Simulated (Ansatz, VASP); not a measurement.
## GaN in VASP and in Ansatz

Contents of POSCAR:

```
GaN
1.0
    0.0000000000      2.2742384951      2.2742384951
    2.2742384951      0.0000000000      2.2742384951
    2.2742384951      2.2742384951      0.0000000000
Ga N
1 1
Direct
    0.0000000000      0.0000000000      0.0000000000
    0.7500000000      0.7500000000      0.7500000000
```

INCAR.step1

```
SYSTEM = GaN
  PREC = Accurate
  ENCUT = 520
  ISMEAR = 0
  SIGMA = 0.02
  LREAL = .FALSE.
  LASPH = .TRUE.
  NELM = 60
  NBANDS = 16
  GGA = PE
  ALGO = Normal
  EDIFF = 1E-4
  LWAVE = .TRUE.
  LCHARG = .FALSE.
```

The input INCAR.step2:

```
SYSTEM = GaN
  PREC = Accurate
  ENCUT = 520
  EDIFF = 1E-6
  ISMEAR = 0
  SIGMA = 0.02
  LREAL = .FALSE.
  LASPH = .TRUE.
  NELM = 60
  ALGO = Normal
  ISIF = 2
  LWAVE = .FALSE.
  LCHARG = .TRUE.
  METAGGA = R2SCAN
  LMIXTAU = .TRUE.
  LELF = .TRUE.
  LVHAR = .TRUE.
  NBANDS = 16
  ISTART = 1
```

KPOINTS

```
regular mesh
0
G
  10 10 10
  0 0 0
```

Input for Ansatz:

```yaml
crystal:
  lattice:
    - [0.0, 2.2742384951, 2.2742384951]
    - [2.2742384951, 0.0, 2.2742384951]
    - [2.2742384951, 2.2742384951, 0.0]
  atoms:
    - { symbol: Ga, position: [0.0, 0.0, 0.0] }
    - { symbol: "N", position: [0.75, 0.75, 0.75] }
basis:
  ecutwfc: 500
kpoints:
  mp_grid: { grid: [10, 10, 10] }
hamiltonian:
  xc: r2scan
scf:
  occupations: { method: gaussian, width: 0.02 }
output:
  forces: false
  stress: false
  eigenvalues: true
  eigenstates:
    kpoints:
      - [0.0, 0.0, 0.0]
      - [0.0, 0.007239126, 0.007239126]
      - [0.0, -0.007239126, -0.007239126]
      - [0.007239126, 0.0, 0.007239126]
      - [-0.007239126, 0.0, -0.007239126]
      - [0.007239126, 0.007239126, 0.0]
      - [-0.007239126, -0.007239126, 0.0]
      - [0.005118835, 0.005118835, 0.01023767]
      - [-0.005118835, -0.005118835, -0.01023767]
      - [0.005118835, 0.01023767, 0.005118835]
      - [-0.005118835, -0.01023767, -0.005118835]
      - [0.01023767, 0.005118835, 0.005118835]
      - [-0.01023767, -0.005118835, -0.005118835]
      - [0.008359023, 0.008359023, 0.008359023]
      - [-0.008359023, -0.008359023, -0.008359023]
      - [0.0, 0.0, 0.0]
      - [0.0, 0.007239126, 0.007239126]
      - [0.0, -0.007239126, -0.007239126]
      - [0.007239126, 0.0, 0.007239126]
      - [-0.007239126, 0.0, -0.007239126]
      - [0.007239126, 0.007239126, 0.0]
      - [-0.007239126, -0.007239126, 0.0]
      - [0.005118835, 0.005118835, 0.01023767]
      - [-0.005118835, -0.005118835, -0.01023767]
      - [0.005118835, 0.01023767, 0.005118835]
      - [-0.005118835, -0.01023767, -0.005118835]
      - [0.01023767, 0.005118835, 0.005118835]
      - [-0.01023767, -0.005118835, -0.005118835]
      - [0.008359023, 0.008359023, 0.008359023]
      - [-0.008359023, -0.008359023, -0.008359023]
    e_range: [-3.442734, 3.442734]
checkpoint:
  read: start.run
  write: ck
  compress: false
  write_wavefunctions: false
  write_every: 100000
```

Alike in both runs: task single point; functional r2SCAN; k mesh 10 × 10 × 10; occupations gaussian, width 0.02 eV; no spin polarisation.

|  | VASP | Ansatz |
| --- | --- | --- |
| version | VASP 6.6.1 | Ansatz 0.2.0 |
| potentials or method | VASP PAW PBE potentials, release 64 (Ga_d, N), cutoff 520 eV | scalar-relativistic, plane waves, PAW |
| valence electrons in the cell | 18 | 18 |

```tsv
	VASP	Ansatz	Ansatz less VASP
gap on the k mesh at the Fermi level (eV)	1.94	1.94	+0.006
least direct gap on the mesh (eV)	1.94	1.94	+0.006
```

VASP's potentials were made for PBE, not for r2SCAN.
